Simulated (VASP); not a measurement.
# CoSi2 (Fm-3m) in VASP: notebook

Runs on CoSi2. Level: PBE. Tasks: single point.

Program: VASP 6.6.1. These are calculated values, not measurements. Logs are shortened: lines on timing, memory, paths and dates and some standing lists are left out, and cuts for length are marked.

### 1 The cell of the first run

It takes space group Fm-3m (No. 225, cubic). The conventional cell has a = 5.360 Å, b = 5.360 Å, c = 5.360 Å, α = 90.00°, β = 90.00°, γ = 90.00°. Within 3.1 Å of Co (site symmetry m-3m) lie 8 Si at 2.32 Å. Within 3.1 Å of Si (site symmetry -43m) lie 4 Co at 2.32 Å and 6 Si at 2.68 Å.

### 2 Single point, PBE

Contents of INCAR:

```
SYSTEM = CoSi2
ALGO     = Normal         ! electronic algorithm
EDIFF    = 1E-6           ! SCF threshold, eV
ENCUT    = 520            ! plane-wave cutoff, eV
GGA      = PE             ! functional
ISIF     = 2              ! what is computed and relaxed
ISMEAR   = 0              ! smearing method
LASPH    = .True.         ! aspherical terms in the spheres
LCHARG   = .False.        ! write CHGCAR
LREAL    = .False.        ! projectors in reciprocal space
LWAVE    = .False.        ! write WAVECAR
NBANDS   = 16             ! bands
NELM     = 80             ! most SCF steps
PREC     = Accurate       ! precision mode
SIGMA    = 0.1            ! smearing width, eV
```

Contents of KPOINTS:

```
k-points
0
Gamma
  14 14 14
  0 0 0
```

Contents of POSCAR:

```
CoSi2
1.0
    0.0000000000      2.6799219398      2.6799219398
    2.6799219398      0.0000000000      2.6799219398
    2.6799219398      2.6799219398      0.0000000000
Co Si
1 2
Direct
    0.0000000000      0.0000000000      0.0000000000
    0.2500000000      0.2500000000      0.2500000000
    0.7500000000      0.7500000000      0.7500000000
```

Potentials or basis: VASP PAW PBE potentials, release 64 (Co, Si).

Started as:

```sh
cat potpaw_PBE.64/Co/POTCAR potpaw_PBE.64/Si/POTCAR > POTCAR
mpirun -np 1 vasp_std > vasp.out
```

OUTCAR:

```text
SYSTEM = CoSi2
   EDIFF = 1E-6
   ENCUT = 520
   GGA = PE
   ISIF = 2
   ISMEAR = 0
   LASPH = .True.
   LREAL = .False.
   NELM = 80
   PREC = Accurate

 ion  position               nearest neighbor table
   1  0.000  0.000  0.000-   3 2.32   3 2.32   3 2.32   2 2.32   3 2.32   2 2.32   2 2.32   2 2.32

   2  0.250  0.250  0.250-   1 2.32   1 2.32   1 2.32   1 2.32   3 2.68   3 2.68   3 2.68   3 2.68
                             3 2.68   3 2.68
   3  0.750  0.750  0.750-   1 2.32   1 2.32   1 2.32   1 2.32   2 2.68   2 2.68   2 2.68   2 2.68
                             2 2.68   2 2.68

  LATTYP: Found a face centered cubic cell.
 ALAT       =     5.3598438796

  Lattice vectors:

 A1 = (   0.0000000000,   2.6799219398,   2.6799219398)
 A2 = (   2.6799219398,   0.0000000000,   2.6799219398)
 A3 = (   2.6799219398,   2.6799219398,   0.0000000000)

Analysis of symmetry for initial positions (statically):
=====================================================================
 Subroutine PRICEL returns:
 Original cell was already a primitive cell.

 Routine SETGRP: Setting up the symmetry group for a
 face centered cubic supercell.

 Subroutine GETGRP returns: Found 48 space group operations
 (whereof 48 operations were pure point group operations)
 out of a pool of 48 trial point group operations.

The static configuration has the point symmetry O_h .

Analysis of symmetry for dynamics (positions and initial velocities):
=====================================================================
 Subroutine PRICEL returns:
 Original cell was already a primitive cell.

 Routine SETGRP: Setting up the symmetry group for a
 face centered cubic supercell.

 Subroutine GETGRP returns: Found 48 space group operations
 (whereof 48 operations were pure point group operations)
 out of a pool of 48 trial point group operations.

The dynamic configuration has the point symmetry O_h .

 Subroutine INISYM returns: Found 48 space group operations
 (whereof 48 operations are pure point group operations),
 and found     1 'primitive' translations

----------------------------------------------------------------------------------------

                                     Primitive cell

  volume of cell :      38.4943

  direct lattice vectors                    reciprocal lattice vectors
     0.000000000  2.679921940  2.679921940    -0.186572598  0.186572598  0.186572598
     2.679921940  0.000000000  2.679921940     0.186572598 -0.186572598  0.186572598
     2.679921940  2.679921940  0.000000000     0.186572598  0.186572598 -0.186572598

  length of vectors
     3.789981953  3.789981953  3.789981953     0.323153220  0.323153220  0.323153220

  position of ions in fractional coordinates (direct lattice)
     0.000000000  0.000000000  0.000000000
     0.250000000  0.250000000  0.250000000
     0.750000000  0.750000000  0.750000000

  ion indices of the primitive-cell ions
   primitive index   ion index
                 1           1
                 2           2
                 3           3

----------------------------------------------------------------------------------------

 KPOINTS: k-points

Automatic generation of k-mesh.
 Grid dimensions read from file:
 generate k-points for:   14   14   14

 Generating k-lattice:

  Cartesian coordinates                     Fractional coordinates (reciprocal lattice)
    -0.013326614  0.013326614  0.013326614     0.071428571  0.000000000  0.000000000
     0.013326614 -0.013326614  0.013326614     0.000000000  0.071428571  0.000000000
     0.013326614  0.013326614 -0.013326614     0.000000000  0.000000000  0.071428571

  Length of vectors
     0.023082373  0.023082373  0.023082373

  Shift w.r.t. Gamma in fractional coordinates (k-lattice)
     0.000000000  0.000000000  0.000000000

 Subroutine IBZKPT returns following result:
 ===========================================

 Found    104 irreducible k-points:

 Following reciprocal coordinates:
            Coordinates               Weight
  0.000000  0.000000  0.000000      1.000000
  0.071429  0.000000  0.000000      8.000000
  0.142857  0.000000  0.000000      8.000000
  0.214286  0.000000  0.000000      8.000000
  0.285714  0.000000  0.000000      8.000000
  0.357143  0.000000  0.000000      8.000000
[... 16 lines left out ...]
  0.214286  0.142857  0.000000     24.000000
  0.285714  0.142857  0.000000     24.000000
 [... further k-points ...]
   k-points           NKPTS =    104   k-points in BZ     NKDIM =    104   number of bands    NBANDS=     16
   number of dos      NEDOS =    301   number of ions     NIONS =      3
   total plane-waves  NPLWV =  21952
   dimension x,y,z NGX =    28 NGY =   28 NGZ =   28
   dimension x,y,z NGXF=    56 NGYF=   56 NGZF=   56
   ions per type =               1   2
   NGX,Y,Z   is equivalent  to a cutoff of  12.28, 12.28, 12.28 a.u.
   NGXF,Y,Z  is equivalent  to a cutoff of  24.56, 24.56, 24.56 a.u.
 SYSTEM =  CoSi2
   PREC   = accura    normal or accurate (medium, high low for compatibility)
   ISTART =      0    job   : 0-new  1-cont  2-samecut
   ICHARG =      2    charge: 1-file 2-atom 10-const
   ISPIN  =      1    spin polarized calculation?
   LNONCOLLINEAR =      F non collinear calculations
   LSORBIT =      F    spin-orbit coupling
   LASPH  =      T    aspherical Exc in radial PAW
   ENCUT  =  520.0 eV  38.22 Ry    6.18 a.u.   7.05  7.05  7.05*2*pi/ulx,y,z
   NELM   =     80;   NELMIN=  2; NELMDL= -5     # of ELM steps
   EDIFF  = 0.1E-05   stopping-criterion for ELM
   LREAL  =      F    real-space projection
   EDIFFG = 0.1E-04   stopping-criterion for IOM
   NSW    =      0    number of steps for IOM
   IBRION =     -1    ionic relax: 0-MD 1-quasi-New 2-CG
   NFREE  =      0    steps in history (QN), initial steepest desc. (CG)
   ISIF   =      2    stress and relaxation
   ISYM   =      2    0-nonsym 1-usesym 2-fastsym
   POTIM  = 0.5000    time-step for ionic-motion
   TEBEG  =    0.0;   TEEND  =   0.0 temperature during run
   PSTRESS=    0.0 pullay stress
   NELECT =      17.0000    total number of electrons
   NUPDOWN=      -1.0000    fix difference up-down
   EMIN   =  10.00;   EMAX   =-10.00  energy-range for DOS
   EFERMI =   0.00;   METHOD = LEGACY
   ISMEAR =     0;   SIGMA  =   0.10  broadening in eV -4-tet -1-fermi 0-gaus
   EFERMI_NEDOS =   21; number of points for ismear=-14 and -15
   IALGO  =     38    algorithm
   IMIX   =      4    mixing-type and parameters
     AMIX     =   0.40;   BMIX     =  1.00
     AMIX_MAG =   1.60;   BMIX_MAG =  1.00
  volume/ion in A,a.u.               =      12.83        86.59
  Fermi-wavevector in a.u.,A,eV,Ry     =   1.246691  2.355905 21.146715  1.554240
  Thomas-Fermi vector in A             =   2.380857
   LORBIT       =      0    0 simple, 1 ext, 2 COOP (PROOUT), +10 PAW based schemes
   GGA     = PE    functional components
   LHFCALC =     F    Hartree Fock is set to
   AEXX    =    0.0000 exact exchange contribution
   IVDW    =     0    specifies the selected vdW correction
   LEPSILON=     F    determine dielectric tensor
   LRPA    =     F    only Hartree local field effects (RPA)
 non-spin polarized calculation
 Gauss-broadening in eV      SIGMA  =   0.10
  energy-cutoff  :      520.00
  volume of cell :       38.49
 maximum number of plane-waves:      1056
   NGX = 15   NGY = 15   NGZ = 15

 number of electron      16.9999995 magnetization

 Free energy of the ion-electron system (eV)
  ---------------------------------------------------
  ext. energy  EPLUGINS =         0.00000000
  ---------------------------------------------------
  free energy    TOTEN  =       -19.29741151 eV

  energy without entropy =      -19.29224638  energy(sigma->0) =      -19.29482894

 E-fermi :  10.0757     XC(G=0): -11.7364

 val. band max:       10.0728340110   @ k =   0.4286   0.2143   0.0714
 cond. band min:      10.0933575790   @ k =   0.3571   0.0714   0.0000
 fundamental gap:      0.0205235680
 Fermi energy:        10.0756760220

 k-point     1 :       0.0000    0.0000    0.0000
  band No.  band energies     occupation
      1      -3.0440      2.00000
      2       5.9963      2.00000
      3       5.9963      2.00000
      4       5.9963      2.00000
      5       8.1643      2.00000
      6       8.1643      2.00000
[... 8 lines left out ...]
     15      15.7222      0.00000
     16      15.7222      0.00000

 k-point     2 :       0.0714    0.0000    0.0000
  band No.  band energies     occupation
      1      -2.9667      2.00000
      2       5.8007      2.00000
      3       6.0241      2.00000
      4       6.0241      2.00000
      5       8.1406      2.00000
      6       8.1406      2.00000
[... 8 lines left out ...]
     15      15.4577      0.00000
     16      15.5777      0.00000

 k-point     3 :       0.1429    0.0000    0.0000
  band No.  band energies     occupation
      1      -2.7355      2.00000
      2       5.2681      2.00000
      3       6.1025      2.00000
      4       6.1025      2.00000
      5       8.0835      2.00000
      6       8.0835      2.00000
[... 8 lines left out ...]
     15      15.4107      0.00000
     16      15.9964      0.00000

 k-point     4 :       0.2143    0.0000    0.0000
  band No.  band energies     occupation
      1      -2.3540      2.00000
      2       4.4970      2.00000
      3       6.2153      2.00000
      4       6.2153      2.00000
      5       8.0311      2.00000
      6       8.0311      2.00000
[... 8 lines left out ...]
     15      16.2163      0.00000
     16      17.0520      0.00000
[... 324 lines left out ...]
 k-point    22 :       0.1429    0.1429    0.0000
  band No.  band energies     occupation
      1      -2.6328      2.00000
      2       5.3540      2.00000
      3       6.0171      2.00000
      4       6.0171      2.00000
      5       7.7638      2.00000
      6       8.2664      2.00000
[... 8 lines left out ...]
     15      16.5219      0.00000
     16      16.5219      0.00000

 k-point    23 :       0.2143    0.1429    0.0000
  band No.  band energies     occupation
      1      -2.3528      2.00000
      2       4.9167      2.00000
      3       6.0544      2.00000
      4       6.0946      2.00000
      5       7.5402      2.00000
      6       8.3034      2.00000
[... 8 lines left out ...]
     15      17.3853      0.00000
     16      17.4959      0.00000

 k-point    24 :       0.2857    0.1429    0.0000
  band No.  band energies     occupation
      1      -1.9252      2.00000
      2       4.2196      2.00000
      3       6.1322      2.00000
      4       6.2077      2.00000
      5       7.3402      2.00000
      6       8.3405      2.00000
[... 8 lines left out ...]
     15      18.3866      0.00000
     16      18.6370      0.00000

 [... further k-points ...]
[... 5 lines left out ...]
  --------------------------------------------------------------------------------------
  -------------------------------------------------------------------------------------
  Total       -0.0550951     -0.0550951     -0.0550951      0.0000000     -0.0000000     -0.0000000
  in kB       -2.2931204     -2.2931204     -2.2931204      0.0000000     -0.0000000     -0.0000000
  external PRESSURE =      -2.2931204 kB  Pullay stress =       0.0000000 kB

 VOLUME and BASIS-vectors are now :
 -----------------------------------------------------------------------------
  energy-cutoff  :      520.00
  volume of cell :       38.49
      direct lattice vectors                 reciprocal lattice vectors
     0.000000000  2.679921940  2.679921940    -0.186572598  0.186572598  0.186572598
     2.679921940  0.000000000  2.679921940     0.186572598 -0.186572598  0.186572598
     2.679921940  2.679921940  0.000000000     0.186572598  0.186572598 -0.186572598

 POSITION                                       TOTAL-FORCE (eV/Angst)
 -----------------------------------------------------------------------------------
      0.00000      0.00000      0.00000        -0.000000     -0.000000      0.000000
      1.33996      1.33996      1.33996        -0.000000     -0.000000     -0.000000
      4.01988      4.01988      4.01988         0.000000      0.000000      0.000000
 -----------------------------------------------------------------------------------
    total drift:                               -0.000000     -0.000000      0.000000

  FREE ENERGIE OF THE ION-ELECTRON SYSTEM (eV)
  ---------------------------------------------------
  free  energy   TOTEN  =       -19.2974115109 eV

  energy  without entropy=      -19.2922463786  energy(sigma->0) =      -19.29482894
```

It took 24 s on 1 thread of Intel Xeon 6975P-C (Granite Rapids), shared host; peak memory 0.2 GiB.

Results:

- Free energy: -19.2974 eV
- Pressure: -0.2 GPa

### 3 Single point, PBE

Contents of INCAR:

```
PREC     = Accurate       # precision mode
ENCUT    = 520            # plane-wave cutoff, eV
EDIFF    = 1E-6           # SCF threshold, eV
ISMEAR   = 0              # smearing method
SIGMA    = 0.1            # smearing width, eV
LREAL    = F              # projectors in reciprocal space
LASPH    = T              # aspherical terms in the spheres
NELM     = 100            # most SCF steps
ALGO     = Normal         # electronic algorithm
ISIF     = 2              # what is computed and relaxed
LWAVE    = F              # write WAVECAR
LCHARG   = F              # write CHGCAR
GGA      = PE             # functional
NBANDS   = 16             # bands
```

Contents of KPOINTS:

```
Automatic mesh
0
Gamma
  14 14 14
```

POSCAR is that of step 2.

Potentials or basis: VASP PAW PBE potentials, release 64 (Co, Si).

Started as:

```sh
cat potpaw_PBE.64/Co/POTCAR potpaw_PBE.64/Si/POTCAR > POTCAR
mpirun -np 1 vasp_std > vasp.out
```

It took 25 s on 1 thread of Intel Xeon 6975P-C (Granite Rapids), shared host; peak memory 0.19 GiB.

Results (log left out):

- Free energy: -19.2974 eV
- Pressure: -0.2 GPa

Levels at points of the mesh, in eV from the Fermi level:
| k point | band 5 | band 6 | band 7 | band 8 | band 9 | band 10 | band 11 | band 12 | band 13 | band 14 |
| --- | --- | --- | --- | --- | --- | --- | --- | --- | --- | --- |
| (0.00, 0.00, 0.00) | -1.91 | -1.91 | 0.72 | 3.39 | 3.39 | 3.39 | 3.44 | 3.44 | 3.44 | 5.65 |
| (0.50, 0.00, 0.00) | -2.18 | -1.63 | -1.63 | -0.48 | -0.48 | 2.67 | 3.39 | 3.39 | 4.32 | 10.34 |
| (0.50, 0.50, 0.00) | -3.66 | -1.96 | -1.96 | -1.92 | -1.34 | 1.55 | 2.91 | 8.54 | 9.55 | 9.55 |

Spin polarisation is off, so any magnetic state and its effect on volume and gap are missing.

### 4 Single point, PBE (volume scaled by 1.03)

Contents of INCAR:

```
SYSTEM = CoSi2
ALGO = Normal
EDIFF = 1E-6
ENCUT = 520
GGA = PE
ISIF = 2
ISMEAR = 0
LASPH = .TRUE.
LCHARG = .FALSE.
LREAL = .FALSE.
LWAVE = .FALSE.
NBANDS = 16
NELM = 60
PREC = Accurate
SIGMA = 0.1
```

Contents of KPOINTS:

```
k-points
0
G
  14 14 14
  0 0 0
```

Contents of POSCAR:

```
CoSi2
1.0
    0.0000000000      2.7064575461      2.7064575461
    2.7064575461      0.0000000000      2.7064575461
    2.7064575461      2.7064575461      0.0000000000
Co Si
1 2
Direct
    0.0000000000      0.0000000000      0.0000000000
    0.2500000000      0.2500000000      0.2500000000
    0.7500000000      0.7500000000      0.7500000000
```

Started as:

```sh
cat potpaw_PBE.64/Co/POTCAR potpaw_PBE.64/Si/POTCAR > POTCAR
mpirun -np 1 vasp_std > vasp.out
```

Wall time 26 s (1 thread of Intel Xeon 6975P-C (Granite Rapids), shared host); peak memory 0.19 GiB.

It converged, with:

* Free energy: -19.2782 eV
* Pressure: -5.2 GPa

Levels at points of the mesh, in eV from the Fermi level:
| k point | band 5 | band 6 | band 7 | band 8 | band 9 | band 10 | band 11 | band 12 | band 13 | band 14 |
| --- | --- | --- | --- | --- | --- | --- | --- | --- | --- | --- |
| (0.00, 0.00, 0.00) | -1.82 | -1.82 | 0.44 | 3.27 | 3.27 | 3.27 | 3.43 | 3.43 | 3.43 | 5.53 |
| (0.50, 0.00, 0.00) | -2.11 | -1.55 | -1.55 | -0.47 | -0.47 | 2.58 | 3.30 | 3.30 | 4.07 | 10.21 |
| (0.50, 0.50, 0.00) | -3.58 | -1.88 | -1.88 | -1.83 | -1.27 | 1.43 | 2.90 | 8.51 | 9.26 | 9.26 |

 Spin polarisation is off, so any magnetic state and its effect on volume and gap are missing.

(Part 1 of 2 ends here.)
